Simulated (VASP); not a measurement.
# Zr3Ag (Pm-3m) in VASP: vibrations by perturbation theory with LDA

Aim: the vibrations by perturbation theory of Zr3Ag with LDA.

Everything below comes from runs of VASP 6.6.1. Logs are shortened: lines on timing, memory, paths and dates and some standing lists are left out, and cuts for length are marked.

### 1 The cell of the first run

It takes space group Pm-3m (No. 221, cubic). Conventional cell: a = 4.416 Å, b = 4.416 Å, c = 4.416 Å, α = 90.00°, β = 90.00°, γ = 90.00°. Zr (site symmetry 4/mmm) has 8 Zr at 3.12 Å and 4 Ag at 3.12 Å within 4.1 Å. Within 4.1 Å of Ag (site symmetry m-3m) lie 12 Zr at 3.12 Å.

### 2 Vibrations by perturbation theory, LDA

INCAR reads:

```
SYSTEM = Zr3Ag
PREC = Accurate
ENCUT = 520
EDIFF = 1E-8
ISMEAR = 0
SIGMA = 0.1
LREAL = .FALSE.
LASPH = .TRUE.
NELM = 80
ALGO = Normal
ISIF = 2
LWAVE = .FALSE.
LCHARG = .FALSE.
IBRION = 8
NSW = 1
```

KPOINTS reads:

```
Automatic mesh
0
G
  6 6 6
  0 0 0
```

POSCAR reads:

```
Zr3Ag
1.0
    4.4164950000      0.0000000000      0.0000000000
    0.0000000000      4.4164950000      0.0000000000
    0.0000000000      0.0000000000      4.4164950000
Zr Ag
3 1
Direct
    0.5000000000      0.5000000000      0.0000000000
    0.0000000000      0.5000000000      0.5000000000
    0.5000000000      0.0000000000      0.5000000000
    0.0000000000      0.0000000000      0.0000000000
```

Potentials or basis: VASP PAW LDA potentials, release 64 (Zr_sv, Ag).

On the command line:

```
cat potpaw_LDA.64/Zr_sv/POTCAR potpaw_LDA.64/Ag/POTCAR > POTCAR
mpirun -np 1 vasp_std > vasp.out
```

OUTCAR:

```text
SYSTEM = Zr3Ag
   PREC = Accurate
   ENCUT = 520
   EDIFF = 1E-8
   ISMEAR = 0
   LREAL = .FALSE.
   LASPH = .TRUE.
   NELM = 80
   ISIF = 2
   IBRION = 8
   NSW = 1

 ion  position               nearest neighbor table
   1  0.500  0.500  0.000-   2 3.12   3 3.12   4 3.12   2 3.12   3 3.12   3 3.12   4 3.12   3 3.12
                             2 3.12   4 3.12   2 3.12   4 3.12
   2  0.000  0.500  0.500-   1 3.12   3 3.12   4 3.12   1 3.12   4 3.12   3 3.12   4 3.12   4 3.12
                             1 3.12   3 3.12   1 3.12   3 3.12
   3  0.500  0.000  0.500-   1 3.12   2 3.12   4 3.12   1 3.12   4 3.12   1 3.12   2 3.12   1 3.12
                             2 3.12   4 3.12   4 3.12   2 3.12
   4  0.000  0.000  0.000-   1 3.12   2 3.12   3 3.12   2 3.12   3 3.12   1 3.12   2 3.12   2 3.12
                             1 3.12   3 3.12   3 3.12   1 3.12

  LATTYP: Found a simple cubic cell.
 ALAT       =     4.4164950000

  Lattice vectors:

 A1 = (   4.4164950000,   0.0000000000,   0.0000000000)
 A2 = (   0.0000000000,   4.4164950000,   0.0000000000)
 A3 = (   0.0000000000,   0.0000000000,   4.4164950000)

Analysis of symmetry for initial positions (statically):
=====================================================================
 Subroutine PRICEL returns:
 Original cell was already a primitive cell.

 Routine SETGRP: Setting up the symmetry group for a
 simple cubic supercell.

 Subroutine GETGRP returns: Found 48 space group operations
 (whereof 48 operations were pure point group operations)
 out of a pool of 48 trial point group operations.

The static configuration has the point symmetry O_h .

Analysis of symmetry for dynamics (positions and initial velocities):
=====================================================================
 Subroutine PRICEL returns:
 Original cell was already a primitive cell.

 Routine SETGRP: Setting up the symmetry group for a
 simple cubic supercell.

 Subroutine GETGRP returns: Found 48 space group operations
 (whereof 48 operations were pure point group operations)
 out of a pool of 48 trial point group operations.

The dynamic configuration has the point symmetry O_h .

 Subroutine INISYM returns: Found 48 space group operations
 (whereof 48 operations are pure point group operations),
 and found     1 'primitive' translations

----------------------------------------------------------------------------------------

                                     Primitive cell

  volume of cell :      86.1456

  direct lattice vectors                    reciprocal lattice vectors
     4.416495000  0.000000000  0.000000000     0.226423895  0.000000000  0.000000000
     0.000000000  4.416495000  0.000000000     0.000000000  0.226423895  0.000000000
     0.000000000  0.000000000  4.416495000     0.000000000  0.000000000  0.226423895

  length of vectors
     4.416495000  4.416495000  4.416495000     0.226423895  0.226423895  0.226423895

  position of ions in fractional coordinates (direct lattice)
     0.500000000  0.500000000  0.000000000
     0.000000000  0.500000000  0.500000000
     0.500000000  0.000000000  0.500000000
     0.000000000  0.000000000  0.000000000

  ion indices of the primitive-cell ions
   primitive index   ion index
                 1           1
                 2           2
                 3           3
[... 114 lines left out ...]
  ---------------------------------------------------
  free energy    TOTEN  =       -31.61446176 eV

  energy without entropy =      -31.58652787  energy(sigma->0) =      -31.60049482

 E-fermi :   8.6061     XC(G=0): -11.5857

 val. band max:        8.5759017789   @ k =   0.3333   0.1667   0.0000
 cond. band min:       8.6254384566   @ k =   0.5000   0.3333   0.0000
 fundamental gap:      0.0495366777
 Fermi energy:         8.6061249949

 k-point     1 :       0.0000    0.0000    0.0000
  band No.  band energies     occupation
      1     -39.7748      2.00000
      2     -39.5810      2.00000
      3     -39.5810      2.00000
      4     -18.2786      2.00000
      5     -18.2786      2.00000
      6     -18.2786      2.00000
[... 609 lines left out ...]
     27       9.4470      0.00000
     28      10.2678      0.00000

------------------------ aborting loop because EDIFF is reached ----------------------------------------

  FORCE on cell =-STRESS in cart. coord.  units (eV):
  Direction    XX          YY          ZZ          XY          YZ          ZX
  --------------------------------------------------------------------------------------
  -------------------------------------------------------------------------------------
  Total       -4.1851984     -4.1851984     -4.1851984     -0.0000000      0.0000000     -0.0000000
  in kB      -77.8383114    -77.8383114    -77.8383114     -0.0000000      0.0000000     -0.0000000
  external PRESSURE =     -77.8383114 kB  Pullay stress =       0.0000000 kB

 VOLUME and BASIS-vectors are now :
 -----------------------------------------------------------------------------
  energy-cutoff  :      520.00
  volume of cell :       86.15
      direct lattice vectors                 reciprocal lattice vectors
     4.416495000  0.000000000  0.000000000     0.226423895  0.000000000  0.000000000
     0.000000000  4.416495000  0.000000000     0.000000000  0.226423895  0.000000000
     0.000000000  0.000000000  4.416495000     0.000000000  0.000000000  0.226423895

 POSITION                                       TOTAL-FORCE (eV/Angst)
 -----------------------------------------------------------------------------------
      2.20825      2.20825      0.00000         0.000000      0.000000      0.000000
      0.00000      2.20825      2.20825         0.000000      0.000000      0.000000
      2.20825      0.00000      2.20825         0.000000      0.000000      0.000000
      0.00000      0.00000      0.00000         0.000000      0.000000      0.000000
 -----------------------------------------------------------------------------------
    total drift:                                0.000000      0.000000      0.000000

  FREE ENERGIE OF THE ION-ELECTRON SYSTEM (eV)
  ---------------------------------------------------
  free  energy   TOTEN  =       -31.6144617572 eV

  energy  without entropy=      -31.5865278740  energy(sigma->0) =      -31.60049482

[... ionic steps 2 to 12 ...]

--------------------------------------- Ionic step       13  -------------------------------------------

 Free energy of the ion-electron system (eV)
  ---------------------------------------------------
  ---------------------------------------------------
  free energy    TOTEN  =        -0.30077484 eV

  energy without entropy =       -0.30077484

------------------------ aborting loop because EDIFF is reached ----------------------------------------

 INTERNAL STRAIN TENSOR  FOR ION    4  DIRECTION 1   (eV/Angst):
 -----------------------------------------------------------------------------
    -0.01107  0.00000 -0.00000
    -0.00000 -0.00224 -0.00000
     0.00000 -0.00000 -0.00224

 INTERNAL STRAIN TENSOR FOR ION    4 for displacements in x,y,z  (eV/Angst):
          X           Y           Z          XY          YZ          ZX
  --------------------------------------------------------------------------------
  x     0.00000     0.00000     0.00000     0.00000     0.00000     0.00000
  y     0.00000     0.00000     0.00000     0.00000     0.00000     0.00000
  z     0.00000     0.00000     0.00000     0.00000     0.00000     0.00000

 SECOND DERIVATIVES (NOT SYMMETRIZED)
 ------------------------------------
               1X          1Y          1Z          2X          2Y          2Z          3X          3Y          3Z          4X          4Y          4Z
  1X    -4.307627    0.000000    0.000000    3.429762    0.000000    0.000000   -0.649986    0.000000    0.000000    1.527851    0.000000    0.000000
  1Y     0.000000   -4.307627    0.000000    0.000000   -0.649986    0.000000    0.000000    3.429762    0.000000    0.000000    1.527851    0.000000
  1Z    -0.000000   -0.000000   -7.242678   -0.000000    0.000000    3.434299    0.000000   -0.000000    3.434299    0.000000    0.000000    0.374081
  2X     3.434299    0.000000    0.000000   -7.242678    0.000000    0.000000    3.434299    0.000000    0.000000    0.374081   -0.000000   -0.000000
  2Y     0.000000   -0.649986    0.000000    0.000000   -4.307627    0.000000    0.000000    3.429762    0.000000    0.000000    1.527851    0.000000
  2Z     0.000000    0.000000    3.429762    0.000000    0.000000   -4.307627    0.000000    0.000000   -0.649986    0.000000    0.000000    1.527851
  3X    -0.649986    0.000000    0.000000    3.429762    0.000000    0.000000   -4.307627    0.000000    0.000000    1.527851    0.000000    0.000000
  3Y     0.000000    3.434299    0.000000    0.000000    3.434299   -0.000000    0.000000   -7.242678    0.000000   -0.000000    0.374081   -0.000000
  3Z     0.000000    0.000000    3.429762    0.000000    0.000000   -0.649986    0.000000    0.000000   -4.307627    0.000000    0.000000    1.527851
  4X     1.526163    0.000000   -0.000000    0.363801    0.000000    0.000000    1.526163    0.000000   -0.000000   -3.416126   -0.000000    0.000000
  4Y     0.000000    1.526163    0.000000   -0.000000    1.526163   -0.000000    0.000000    0.363801   -0.000000   -0.000000   -3.416126    0.000000
  4Z    -0.000000   -0.000000    0.363801   -0.000000   -0.000000    1.526163   -0.000000   -0.000000    1.526163    0.000000    0.000000   -3.416126

 Eigenvectors and eigenvalues of the dynamical matrix
 ----------------------------------------------------

   1 f  =    5.478579 THz    34.422929 2PiTHz  182.745733 cm-1    22.657573 meV
             X         Y         Z           dx          dy          dz
      2.208248  2.208248  0.000000     0.426976   -0.130245    0.050462
      0.000000  2.208248  2.208248    -0.730191   -0.130245   -0.029507
      2.208248  0.000000  2.208248     0.426976    0.222738   -0.029507
      0.000000  0.000000  0.000000    -0.114434    0.034907    0.007908
[... 71 lines left out ...]
  12 f/i=    0.003980 THz     0.025010 2PiTHz    0.132773 cm-1     0.016462 meV
             X         Y         Z           dx          dy          dz
      2.208248  2.208248  0.000000     0.401089    0.026478    0.277883
      0.000000  2.208248  2.208248     0.400590    0.026478    0.278228
      2.208248  0.000000  2.208248     0.401089    0.026445    0.278228
      0.000000  0.000000  0.000000     0.436959    0.028846    0.303111

--------------------------------------------------------------------------------------------------------

 ELASTIC MODULI CONTR FROM IONIC RELAXATION (kBar)
 Direction    XX          YY          ZZ          XY          YZ          ZX
 --------------------------------------------------------------------------------
 XX           0.0000      0.0000      0.0000      0.0000      0.0000      0.0000
 YY           0.0000      0.0000      0.0000      0.0000      0.0000      0.0000
 ZZ           0.0000      0.0000      0.0000      0.0000      0.0000      0.0000
 XY           0.0000      0.0000      0.0000      0.0000      0.0000      0.0000
 YZ           0.0000      0.0000      0.0000      0.0000      0.0000      0.0000
 ZX           0.0000      0.0000      0.0000      0.0000      0.0000      0.0000
 --------------------------------------------------------------------------------
```

Wall time 17 min (1 thread of AMD EPYC 7R43 (Zen 3), shared host); peak memory 0.4 GiB.

What came out:

```yaml
Highest_phonon_frequency_at_Γ: 183 cm⁻¹
```

Phonon frequencies in cm⁻¹ (negative: imaginary):
| q point | frequencies |
| --- | --- |
| (0.000, 0.000, 0.000) | 0 0 0 104 104 104 108 108 108 183 183 183 |

Caveat: the cell stands under pressure or tension, which shifts response properties.
